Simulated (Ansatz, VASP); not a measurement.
**One calculation of Be2Ga2C3, two programs**

The input INCAR:

```
ALGO     = Normal         # electronic algorithm
EDIFF    = 1E-6           # SCF threshold, eV
ENCUT    = 520            # plane-wave cutoff, eV
GGA      = PE             # functional
ISIF     = 2              # what is computed and relaxed
ISMEAR   = 0              # smearing method
LASPH    = True           # aspherical terms in the spheres
LCHARG   = True           # write CHGCAR
LELF     = True           # ELF
LREAL    = False          # projectors in reciprocal space
LVHAR    = True         
LWAVE    = False          # write WAVECAR
NBANDS   = 30             # bands
NELM     = 100            # most SCF steps
PREC     = Accurate       # precision mode
SIGMA    = 0.1            # smearing width, eV
```

KPOINTS

```
k-points
0
Gamma
  6 6 4
```

File POSCAR:

```
Be2Ga2C3
1.0
    4.3449390600      0.0000000000      0.0000000000
   -2.1724695300      3.7628276100      0.0000000000
    0.0000000000      0.0000000000      6.7050349000
Be Ga C
2 2 3
Direct
    0.3333333300      0.6666666700      0.5000000000
    0.6666666700      0.3333333300      0.5000000000
    0.0000000000      0.0000000000      0.1671258900
    0.0000000000      0.0000000000      0.8328741100
    0.0000000000      0.0000000000      0.5000000000
    0.3333333300      0.6666666700      0.0000000000
    0.6666666700      0.3333333300      0.0000000000
```

Input for Ansatz:

```yaml
crystal:
  lattice:
    - [4.34493906, 0.0, 0.0]
    - [-2.17246953, 3.76282761, 0.0]
    - [0.0, 0.0, 6.7050349]
  atoms:
    - { symbol: Be, position: [0.33333333, 0.66666667, 0.5] }
    - { symbol: Be, position: [0.66666667, 0.33333333, 0.5] }
    - { symbol: Ga, position: [0.0, 0.0, 0.16712589] }
    - { symbol: Ga, position: [0.0, 0.0, 0.83287411] }
    - { symbol: C, position: [0.0, 0.0, 0.5] }
    - { symbol: C, position: [0.33333333, 0.66666667, 0.0] }
    - { symbol: C, position: [0.66666667, 0.33333333, 0.0] }
basis:
  ecutwfc: 420
kpoints:
  mp_grid: { grid: [6, 6, 4] }
hamiltonian:
  xc: pbe
scf:
  occupations: { method: gaussian, width: 0.1 }
  lower_state_search: "off"
output:
  forces: true
  stress: true
  eigenvalues: true
```

Alike in both runs: task single point; functional PBE; k mesh 6 × 6 × 4; occupations gaussian, width 0.1 eV; no spin polarisation.

|  | VASP | Ansatz |
| --- | --- | --- |
| version | VASP 6.6.1 | Ansatz 0.2.0 |
| potentials or method | VASP PAW PBE potentials, release 64 (Be, Ga_d, C), cutoff 520 eV | scalar-relativistic, plane waves, PAW |
| valence electrons in the cell | 42 | 42 |

```tsv
	VASP	Ansatz	Ansatz less VASP
gap on the k mesh at the Fermi level (eV)	none	none	-
pressure (GPa)	-15.9	-16.0	-0.08
traceless stress, the component that is largest in VASP (GPa)	10.23	10.12	-0.113
rms of the force components (eV/Å)	0.837	0.833	-0.0044
```

Atom by atom the forces differ by 0.004 eV/Å (rms over components). A gap of «none» marks a metal or a gap that the smearing closes.
